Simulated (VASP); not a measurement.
# HC16 (a cell with a defect) in VASP: further runs

The runs below take HC16 (a cell with a defect) through single point, with PBE.

Everything below comes from runs of VASP 6.6.1. Logs are shortened: lines on timing, memory, paths and dates and some standing lists are left out, and cuts for length are marked.

## (1) The cell of the first run

The cell holds a defect, 17 atoms: a = 5.049 Å, b = 5.049 Å, c = 5.049 Å, α = 60.00°, β = 60.00°, γ = 60.00°.

## (2) Single point, PBE

File INCAR:

```
SYSTEM = HC16
PREC = Accurate
ENCUT = 520
EDIFF = 1E-6
ISMEAR = 0
SIGMA = 0.05
LREAL = Auto
LASPH = .True.
NELM = 60
ALGO = Normal
ISIF = 2
LWAVE = .False.
LCHARG = .True.
GGA = PE
LELF = .True.
LVHAR = .True.
NBANDS = 46
NELECT = 64.0
```

File KPOINTS:

```
regular mesh
0
Gamma
  3 3 3
  0 0 0
```

File POSCAR:

```
HC16
1.0
    0.0000000000      3.5700000000      3.5700000000
    3.5700000000      0.0000000000      3.5700000000
    3.5700000000      3.5700000000      0.0000000000
C H
16 1
Direct
   -0.0060394769     -0.0032683946      0.0005622273
    0.1119508256      0.1245859209      0.1301765816
   -0.0073881434     -0.0015141039      0.5018384806
    0.1156532196      0.1253816526      0.6258636580
   -0.0112439110      0.4985099801      0.0065784536
    0.1148219713      0.6229070996      0.1292609815
   -0.0105228291      0.4985508147      0.5031590733
    0.1103559860      0.6228397953      0.6318631894
    0.4775741863     -0.0079098461      0.0339001332
    0.6205767449      0.1245531209      0.1218209274
    0.4898947761     -0.0001810002      0.4914858373
    0.6265836363      0.1350701948      0.5984784910
    0.4883180228      0.4971547737      0.0047195506
    0.6143628360      0.6125162430      0.1413073339
    0.4838140056      0.4983503904      0.5108361848
    0.6159189463      0.6218276710      0.6279127869
    0.5562875037      0.9085683879      0.8167347095
```

Potentials or basis: VASP PAW PBE potentials, release 64 (C, H).

The run is started by

```console
cat potpaw_PBE.64/C/POTCAR potpaw_PBE.64/H/POTCAR > POTCAR
mpirun -np 1 vasp_std > vasp.out
```

OUTCAR:

```text
SYSTEM = HC16
   PREC = Accurate
   ENCUT = 520
   EDIFF = 1E-6
   ISMEAR = 0
   LREAL = Auto
   LASPH = .True.
   NELM = 60
   ISIF = 2
   GGA = PE
   NELECT = 64.0

 ion  position               nearest neighbor table
   1  0.994  0.997  0.001-  10 1.54   6 1.54   4 1.54   2 1.55
   2  0.112  0.125  0.130-   9 1.51   3 1.53   5 1.54   1 1.55
   3  0.993  0.998  0.502-  12 1.51   2 1.53   4 1.54   8 1.55
   4  0.116  0.125  0.626-   7 1.54   3 1.54  11 1.54   1 1.54
   5  0.989  0.499  0.007-   6 1.54   2 1.54  14 1.54   8 1.54
   6  0.115  0.623  0.129-   5 1.54  13 1.54   1 1.54   7 1.54
   7  0.989  0.499  0.503-   4 1.54  16 1.54   6 1.54   8 1.54
   8  0.110  0.623  0.632-  15 1.54   7 1.54   5 1.54   3 1.55
   9  0.478  0.992  0.034-  17 1.18  10 1.51   2 1.51  14 1.57  12 1.80
  10  0.621  0.125  0.122-   9 1.51  11 1.52  13 1.54   1 1.54
  11  0.490  1.000  0.491-  10 1.52   4 1.54  16 1.56  12 1.56
  12  0.627  0.135  0.598-  17 1.18  15 1.50   3 1.51  11 1.56   9 1.80
  13  0.488  0.497  0.005-  10 1.54   6 1.54  16 1.55  14 1.56
  14  0.614  0.613  0.141-  15 1.52   5 1.54  13 1.56   9 1.57
  15  0.484  0.498  0.511-  12 1.50  14 1.52  16 1.54   8 1.54
  16  0.616  0.622  0.628-  15 1.54   7 1.54  13 1.55  11 1.56
  17  0.556  0.909  0.817-   9 1.18  12 1.18

  LATTYP: Found a face centered cubic cell.
 ALAT       =     7.1400000000

  Lattice vectors:

 A1 = (   0.0000000000,   3.5700000000,   3.5700000000)
 A2 = (   3.5700000000,   0.0000000000,   3.5700000000)
 A3 = (   3.5700000000,   3.5700000000,   0.0000000000)

Analysis of symmetry for initial positions (statically):
=====================================================================
 Subroutine PRICEL returns:
 Original cell was already a primitive cell.

 Routine SETGRP: Setting up the symmetry group for a
 face centered cubic supercell.

 Subroutine GETGRP returns: Found  1 space group operations
 (whereof  1 operations were pure point group operations)
 out of a pool of 48 trial point group operations.

The static configuration has the point symmetry C_1 .

Analysis of symmetry for dynamics (positions and initial velocities):
=====================================================================
 Subroutine PRICEL returns:
 Original cell was already a primitive cell.

 Routine SETGRP: Setting up the symmetry group for a
 face centered cubic supercell.

 Subroutine GETGRP returns: Found  1 space group operations
 (whereof  1 operations were pure point group operations)
 out of a pool of 48 trial point group operations.

The dynamic configuration has the point symmetry C_1 .

 Subroutine INISYM returns: Found  1 space group operations
 (whereof  1 operations are pure point group operations),
 and found     1 'primitive' translations

----------------------------------------------------------------------------------------

                                     Primitive cell

  volume of cell :      90.9986

  direct lattice vectors                    reciprocal lattice vectors
     0.000000000  3.570000000  3.570000000    -0.140056022  0.140056022  0.140056022
     3.570000000  0.000000000  3.570000000     0.140056022 -0.140056022  0.140056022
     3.570000000  3.570000000  0.000000000     0.140056022  0.140056022 -0.140056022

  length of vectors
     5.048742418  5.048742418  5.048742418     0.242584147  0.242584147  0.242584147

  position of ions in fractional coordinates (direct lattice)
     0.993960523  0.996731605  0.000562227
     0.111950826  0.124585921  0.130176582
     0.992611857  0.998485896  0.501838481
     0.115653220  0.125381653  0.625863658
     0.988756089  0.498509980  0.006578454
     0.114821971  0.622907100  0.129260982
[... 9 lines left out ...]
     0.615918946  0.621827671  0.627912787
     0.556287504  0.908568388  0.816734709

  ion indices of the primitive-cell ions
   primitive index   ion index
                 1           1
                 2           2
                 3           3
                 4           4
                 5           5
                 6           6
[... 9 lines left out ...]
                16          16
                17          17

----------------------------------------------------------------------------------------

 KPOINTS: regular mesh

Automatic generation of k-mesh.
 Grid dimensions read from file:
 generate k-points for:    3    3    3

 Generating k-lattice:

  Cartesian coordinates                     Fractional coordinates (reciprocal lattice)
    -0.046685341  0.046685341  0.046685341     0.333333333  0.000000000  0.000000000
     0.046685341 -0.046685341  0.046685341     0.000000000  0.333333333  0.000000000
     0.046685341  0.046685341 -0.046685341     0.000000000  0.000000000  0.333333333

  Length of vectors
     0.080861382  0.080861382  0.080861382

  Shift w.r.t. Gamma in fractional coordinates (k-lattice)
     0.000000000  0.000000000  0.000000000

 Subroutine IBZKPT returns following result:
 ===========================================

 Found     14 irreducible k-points:

 Following reciprocal coordinates:
            Coordinates               Weight
  0.000000  0.000000  0.000000      1.000000
  0.333333  0.000000  0.000000      2.000000
  0.000000  0.333333  0.000000      2.000000
  0.000000  0.000000  0.333333      2.000000
  0.333333  0.333333  0.333333      2.000000
  0.333333  0.333333  0.000000      2.000000
  0.000000  0.333333  0.333333      2.000000
  0.333333  0.000000  0.333333      2.000000
 -0.333333  0.333333  0.000000      2.000000
  0.000000 -0.333333  0.333333      2.000000
  0.333333  0.000000 -0.333333      2.000000
  0.333333  0.333333 -0.333333      2.000000
 -0.333333  0.333333 -0.333333      2.000000
  0.333333 -0.333333 -0.333333      2.000000
   k-points           NKPTS =     14   k-points in BZ     NKDIM =     14   number of bands    NBANDS=     46
   number of dos      NEDOS =    301   number of ions     NIONS =     17
   total plane-waves  NPLWV =  64000
   dimension x,y,z NGX =    40 NGY =   40 NGZ =   40
   dimension x,y,z NGXF=    80 NGYF=   80 NGZF=   80
   ions per type =              16   1
   NGX,Y,Z   is equivalent  to a cutoff of  13.17, 13.17, 13.17 a.u.
   NGXF,Y,Z  is equivalent  to a cutoff of  26.34, 26.34, 26.34 a.u.
 SYSTEM =  HC16
   PREC   = accura    normal or accurate (medium, high low for compatibility)
   ISTART =      0    job   : 0-new  1-cont  2-samecut
   ICHARG =      2    charge: 1-file 2-atom 10-const
   ISPIN  =      1    spin polarized calculation?
   LNONCOLLINEAR =      F non collinear calculations
   LSORBIT =      F    spin-orbit coupling
   LASPH  =      T    aspherical Exc in radial PAW
   ENCUT  =  520.0 eV  38.22 Ry    6.18 a.u.   9.39  9.39  9.39*2*pi/ulx,y,z
   NELM   =     60;   NELMIN=  2; NELMDL= -5     # of ELM steps
   EDIFF  = 0.1E-05   stopping-criterion for ELM
   LREAL  =      T    real-space projection
   EDIFFG = 0.1E-04   stopping-criterion for IOM
   NSW    =      0    number of steps for IOM
   IBRION =     -1    ionic relax: 0-MD 1-quasi-New 2-CG
   NFREE  =      0    steps in history (QN), initial steepest desc. (CG)
   ISIF   =      2    stress and relaxation
   ISYM   =      2    0-nonsym 1-usesym 2-fastsym
   POTIM  = 0.5000    time-step for ionic-motion
   TEBEG  =    0.0;   TEEND  =   0.0 temperature during run
   PSTRESS=    0.0 pullay stress
   NELECT =      64.0000    total number of electrons
   NUPDOWN=      -1.0000    fix difference up-down
   EMIN   =  10.00;   EMAX   =-10.00  energy-range for DOS
   EFERMI =   0.00;   METHOD = LEGACY
   ISMEAR =     0;   SIGMA  =   0.05  broadening in eV -4-tet -1-fermi 0-gaus
   EFERMI_NEDOS =   21; number of points for ismear=-14 and -15
   IALGO  =     38    algorithm
   IMIX   =      4    mixing-type and parameters
     AMIX     =   0.40;   BMIX     =  1.00
     AMIX_MAG =   1.60;   BMIX_MAG =  1.00
  volume/ion in A,a.u.               =       5.35        36.12
  Fermi-wavevector in a.u.,A,eV,Ry     =   1.455872  2.751200 28.838420  2.119564
  Thomas-Fermi vector in A             =   2.572856
   LORBIT       =      0    0 simple, 1 ext, 2 COOP (PROOUT), +10 PAW based schemes
   GGA     = PE    functional components
   LHFCALC =     F    Hartree Fock is set to
   AEXX    =    0.0000 exact exchange contribution
   IVDW    =     0    specifies the selected vdW correction
   LEPSILON=     F    determine dielectric tensor
   LRPA    =     F    only Hartree local field effects (RPA)
 non-spin polarized calculation
 Gauss-broadening in eV      SIGMA  =   0.05
  energy-cutoff  :      520.00
  volume of cell :       91.00
 maximum number of plane-waves:      2453
 NGX is ok and might be reduce to    40
   NGX = 19   NGY = 19   NGZ = 19

 number of electron      64.0000000 magnetization

 Free energy of the ion-electron system (eV)
  ---------------------------------------------------
  ext. energy  EPLUGINS =         0.00000000
  ---------------------------------------------------
  free energy    TOTEN  =      -155.22745011 eV

  energy without entropy =     -155.22745011  energy(sigma->0) =     -155.22745011

 E-fermi :  10.1303     XC(G=0): -13.2421

 val. band max:        9.8899740655   @ k =   0.0000   0.0000   0.0000
 cond. band min:      12.4841145464   @ k =   0.0000   0.0000   0.0000
 fundamental gap:      2.5941404809
 Fermi energy:        10.1302824360

 k-point     1 :       0.0000    0.0000    0.0000
  band No.  band energies     occupation
      1     -11.9897      2.00000
      2      -6.9390      2.00000
      3      -6.0144      2.00000
      4      -5.9367      2.00000
      5      -5.8839      2.00000
      6      -4.7870      2.00000
[... 36 lines left out ...]
     43      17.6784      0.00000
     44      18.0426      0.00000

 k-point     2 :       0.3333    0.0000    0.0000
  band No.  band energies     occupation
      1     -11.2971      2.00000
      2      -8.8909      2.00000
      3      -6.5838      2.00000
      4      -6.1532      2.00000
      5      -5.9553      2.00000
      6      -5.3034      2.00000
[... 36 lines left out ...]
     43      17.9028      0.00000
     44      17.9698      0.00000

 k-point     3 :       0.0000    0.3333    0.0000
  band No.  band energies     occupation
      1     -11.2760      2.00000
      2      -8.9375      2.00000
      3      -6.6928      2.00000
      4      -6.1692      2.00000
      5      -5.9226      2.00000
      6      -5.2176      2.00000
[... 36 lines left out ...]
     43      17.7312      0.00000
     44      18.0024      0.00000

 k-point     4 :       0.0000    0.0000    0.3333
  band No.  band energies     occupation
      1     -11.2436      2.00000
      2      -9.0095      2.00000
      3      -6.8827      2.00000
      4      -6.0009      2.00000
      5      -5.9105      2.00000
      6      -5.1836      2.00000
[... 412 lines left out ...]
     43      19.2677      0.00000
     44      19.4793      0.00000

 k-point    13 :      -0.3333    0.3333   -0.3333
  band No.  band energies     occupation
      1     -10.3090      2.00000
      2      -9.1066      2.00000
      3      -8.9365      2.00000
      4      -6.9752      2.00000
      5      -6.7872      2.00000
      6      -4.5821      2.00000
[... 36 lines left out ...]
     43      19.3297      0.00000
     44      19.4548      0.00000

 k-point    14 :       0.3333   -0.3333   -0.3333
  band No.  band energies     occupation
      1     -10.3564      2.00000
      2      -9.0681      2.00000
      3      -8.8650      2.00000
      4      -7.0645      2.00000
      5      -6.7570      2.00000
      6      -4.5206      2.00000
[... 36 lines left out ...]
     43      19.1529      0.00000
     44      19.4695      0.00000
 [bands above 44 left out]

------------------------ aborting loop because EDIFF is reached ----------------------------------------

  FORCE on cell =-STRESS in cart. coord.  units (eV):
  Direction    XX          YY          ZZ          XY          YZ          ZX
  --------------------------------------------------------------------------------------
  -------------------------------------------------------------------------------------
  Total       -5.8862083     -5.6105381     -5.8719003      2.5796333     -2.5656426     -2.0866017
  in kB     -103.6362208    -98.7826007   -103.3843041     45.4186180    -45.1722891    -36.7379991
  external PRESSURE =    -101.9343752 kB  Pullay stress =       0.0000000 kB

 VOLUME and BASIS-vectors are now :
 -----------------------------------------------------------------------------
  energy-cutoff  :      520.00
  volume of cell :       91.00
      direct lattice vectors                 reciprocal lattice vectors
     0.000000000  3.570000000  3.570000000    -0.140056022  0.140056022  0.140056022
     3.570000000  0.000000000  3.570000000     0.140056022 -0.140056022  0.140056022
     3.570000000  3.570000000  0.000000000     0.140056022  0.140056022 -0.140056022

 POSITION                                       TOTAL-FORCE (eV/Angst)
 -----------------------------------------------------------------------------------
      3.56034      3.55045      7.10677        -0.020667     -0.007385      0.005634
      0.90950      0.86439      0.84444        -0.000502     -0.006054      0.001272
      5.35616      5.33519      7.10822        -0.004232      0.007686     -0.005172
      2.68195      2.64722      0.86049         0.009004     -0.008077     -0.006923
      1.80317      3.55334      5.30954        -0.007944     -0.003530     -0.000293
      2.68524      0.87138      2.63369         0.000193     -0.002384     -0.004259
[... 9 lines left out ...]
      4.46157      4.44048      4.41876        -0.004535      0.001740     -0.007289
      6.15933      4.90169      5.22954        -0.008500     -0.007282     -0.019952
 -----------------------------------------------------------------------------------
    total drift:                                0.000538     -0.004042     -0.006715

  FREE ENERGIE OF THE ION-ELECTRON SYSTEM (eV)
  ---------------------------------------------------
  free  energy   TOTEN  =      -155.2274501085 eV

  energy  without entropy=     -155.2274501085  energy(sigma->0) =     -155.22745011
```

Run time: 2.5 min. Hardware: 1 thread of Intel Xeon Platinum 8488C (Sapphire Rapids), shared host; peak memory 0.25 GiB.

What came out:

```
Free energy   : -155.2275 eV
Largest force : 0.034 eV/Å
```

Forces in eV/Å, atoms in the order of the input:
```
C   -0.021 -0.007  0.006
C   -0.001 -0.006  0.001
C   -0.004  0.008 -0.005
C    0.009 -0.008 -0.007
C   -0.008 -0.004  0.000
C    0.000 -0.002 -0.004
C    0.006  0.010 -0.001
C   -0.001  0.002  0.007
C    0.011  0.013  0.019
C    0.005 -0.004 -0.007
C    0.009  0.032 -0.005
C    0.002 -0.005  0.009
C   -0.010 -0.005  0.008
C   -0.014 -0.005  0.001
C    0.029 -0.011  0.006
C   -0.005  0.002 -0.007
H   -0.009 -0.007 -0.020
```

Caveat: the k points lie up to 0.51 Å⁻¹ apart; the cell carries a net charge on a neutralising background, which shifts energy and pressure; the cell is charged against a uniform background, so pressure and absolute levels hang on convention.

## (3) Single point, PBE

File INCAR:

```
ALGO     = Normal         # electronic algorithm
EDIFF    = 1E-6           # SCF threshold, eV
ENCUT    = 520            # plane-wave cutoff, eV
GGA      = PE             # functional
ISIF     = 2              # what is computed and relaxed
ISMEAR   = 0              # smearing method
LASPH    = True           # aspherical terms in the spheres
LCHARG   = False          # write CHGCAR
LREAL    = Auto         
LWAVE    = False          # write WAVECAR
NBANDS   = 46             # bands
NELECT   = 64.0         
NELM     = 100            # most SCF steps
PREC     = Accurate       # precision mode
SIGMA    = 0.05           # smearing width, eV
```

File KPOINTS:

```
k-points
0
Gamma
  3 3 3
```

File POSCAR:

```
HC16
1.0
    0.0000000000      3.5700000000      3.5700000000
    3.5700000000      0.0000000000      3.5700000000
    3.5700000000      3.5700000000      0.0000000000
C H
16 1
Direct
   -0.0089876444      0.0099098636     -0.0000764338
    0.1153117483      0.1315350474      0.1286337510
   -0.0089347752      0.0106889900      0.5024344866
    0.1153870889      0.1360097546      0.6267745037
   -0.0089069676      0.5049590017      0.0006759682
    0.1053105474      0.6355957635      0.1254803605
   -0.0102094179      0.5095465095      0.5034734070
    0.1143630942      0.6371577615      0.6280380468
    0.4908911708      0.0136261365      0.0007695188
    0.6170514795      0.1330386550      0.1269018927
    0.4892140832      0.0151543498      0.5025057749
    0.6179182947      0.1367832298      0.6268010238
    0.4845150279      0.4988401452     -0.0099549606
    0.6278182531      0.6478883721      0.1332238896
    0.4923603269      0.5111243932      0.5125452920
    0.6171741319      0.6417293387      0.6267424399
    0.4041072983      0.5726799481      1.2144603288
```

Potentials or basis: VASP PAW PBE potentials, release 64 (C, H).

The run is started by

```console
cat potpaw_PBE.64/C/POTCAR potpaw_PBE.64/H/POTCAR > POTCAR
mpirun -np 1 vasp_std > vasp.out
```

Wall time 2.3 min (1 thread of Intel Xeon Platinum 8488C (Sapphire Rapids), shared host); peak memory 0.24 GiB.

It converged, with:

```
Free energy   : -155.2276 eV
Largest force : 0.033 eV/Å
```

Forces on the atoms (eV/Å):
```
C    0.003 -0.006  0.002
C   -0.002 -0.002 -0.001
C    0.002  0.003 -0.001
C   -0.002 -0.004 -0.004
C   -0.009  0.000  0.007
C    0.005  0.015  0.000
C    0.003  0.001  0.006
C   -0.002  0.000 -0.006
C    0.000 -0.010  0.009
C   -0.003  0.009 -0.008
C   -0.006 -0.005  0.001
C   -0.001  0.005 -0.001
C   -0.010 -0.014  0.005
C   -0.001  0.016  0.005
C   -0.002 -0.008 -0.002
C    0.000 -0.001  0.009
H    0.025  0.000 -0.022
```

Levels at points of the mesh, in eV from the Fermi level:
```tsv
k point	band 30	band 31	band 32	band 33	band 34	band 35
(0.00, 0.00, 0.00)	-0.52	-0.39	-0.24	2.35	3.11	4.05
```

Caveat: the k points lie up to 0.51 Å⁻¹ apart; the cell carries a net charge on a neutralising background, which shifts energy and pressure; the cell is charged against a uniform background, so pressure and absolute levels hang on convention.
